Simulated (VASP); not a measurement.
Here is a VASP 6.6.1 calculation.

The input INCAR:

```
PREC = Accurate
ENCUT = 520
EDIFF = 1E-6
ISMEAR = -1
SIGMA = 0.08
LREAL = False
LASPH = True
NELM = 100
ALGO = Normal
ISIF = 2
LWAVE = False
LCHARG = True
GGA = CA
LELF = True
LVHAR = True
NBANDS = 14
```

File KPOINTS:

```
regular mesh
0
Gamma
  17 17 17
```

File POSCAR:

```
Rh
1.0
    2.4798091275      0.0000000000      0.0000000000
    0.0000000000      2.4798091275      0.0000000000
    0.0000000000      0.0000000000      2.4798091275
Rh
1
Direct
    0.0000000000      0.0000000000      0.0000000000
```

Potentials or basis: VASP PAW LDA potentials, release 64 (Rh_pv).

The run is started by

```bash
$ cat potpaw_LDA.64/Rh_pv/POTCAR > POTCAR
$ mpirun -np 1 vasp_std > vasp.out
```

Question: What does it give for the pressure?

Answer: 0.8 GPa.
